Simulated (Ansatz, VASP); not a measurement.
**MgO in VASP and in Ansatz**

```
Mg O
1.0
     0.00000    2.07353    2.07353
     2.07353    0.00000    2.07353
     2.07353    2.07353    0.00000
Mg O
1 1
Direct
  0.00000 0.00000 0.00000
  0.50000 0.50000 0.50000
```

Alike in both runs: task single point; functional PBE; k mesh 10 × 10 × 10; occupations gaussian, width 0.02 eV; no spin polarisation.

|  | VASP | Ansatz |
| --- | --- | --- |
| version | VASP 6.6.1 | Ansatz 0.2.0 |
| potentials or method | VASP PAW PBE potentials, release 64 (Mg, O), cutoff 600 eV | scalar-relativistic, plane waves, PAW |
| valence electrons in the cell | 8 | 16 |

```csv
,VASP,Ansatz,Ansatz less VASP
gap on the k mesh at the Fermi level (eV),5.20,5.21,+0.014
least direct gap on the mesh (eV),5.20,5.21,+0.014
pressure (GPa),12.3,13.3,+0.98
```

VASP's potentials hold 8 valence electrons a cell and Ansatz's 16, so a difference there can come from the potentials and not from the codes.
